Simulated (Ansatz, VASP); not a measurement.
Two plane-wave programs on CaBr

INCAR

```
SYSTEM = CaBr
PREC = Accurate ; ENCUT = 520
EDIFF = 1E-6 ; ISMEAR = 1
SIGMA = 0.3 ; LREAL = .False.
LASPH = .True. ; NELM = 60
ALGO = Normal ; ISIF = 2
LWAVE = .False. ; LCHARG = .True.
GGA = PE ; LELF = .True.
LVHAR = .True. ; NBANDS = 25
```

File KPOINTS:

```
regular mesh
0
Gamma
  7 7 3
  0 0 0
```

The input POSCAR:

```
CaBr
1.0
    4.0841480000      0.0000000000      0.0000000000
   -2.0420740000      3.5369759208      0.0000000000
    0.0000000000      0.0000000000      9.6721260000
Ca Br
2 2
Direct
    0.3333333333      0.6666666667      0.3405120000
    0.6666666667      0.3333333333      0.8405120000
    0.3333333333      0.6666666667      0.0344880000
    0.6666666667      0.3333333333      0.5344880000
```

Input for Ansatz:

```yaml
crystal:
  lattice:
    a: 4.084148
    b: 4.084148
    c: 9.672126
    alpha: 90.0
    beta: 90.0
    gamma: 120.0
  atoms:
    - { symbol: Ca, position: [0.3333333333333333, 0.6666666666666666, 0.340512] }
    - { symbol: Ca, position: [0.6666666666666666, 0.3333333333333333, 0.840512] }
    - { symbol: Br, position: [0.3333333333333333, 0.6666666666666666, 0.034488] }
    - { symbol: Br, position: [0.6666666666666666, 0.3333333333333333, 0.534488] }
basis:
  ecutwfc: 470.0
  xc_grid: 3
kpoints:
  mp_grid:
    grid: [7, 7, 3]
hamiltonian:
  xc: pbe
scf:
  n_extra_bands: 6
  occupations:
    method: cold
    width: 0.3
  eigensolver:
    kind: davidson
    full_accuracy: true
output:
  forces: true
  stress: true
```

Alike in both runs: task single point; functional PBE; k mesh 7 × 7 × 3; no spin polarisation.

|  | VASP | Ansatz |
| --- | --- | --- |
| version | VASP 6.6.1 | Ansatz 0.2.0 |
| potentials or method | VASP PAW PBE potentials, release 64 (Ca_sv, Br), cutoff 520 eV | plane waves, PAW |
| occupations | methfessel-paxton of order 1, width 0.3 eV | cold, width 0.3 eV |
| valence electrons in the cell | 34 | 34 |

VASP gave:

```
pressure (GPa)                                                : 0.5
traceless stress, the component that is largest in VASP (GPa) : 0.52
rms of the force components (eV/Å)                            : 0.074
```

Problem. What did Ansatz give for the same quantities?

Solution. Pressure (GPa): 0.5; traceless stress, the component that is largest in VASP (GPa): 0.51; rms of the force components (eV/Å): 0.067.

Atom by atom the forces differ by 0.007 eV/Å (rms over components).
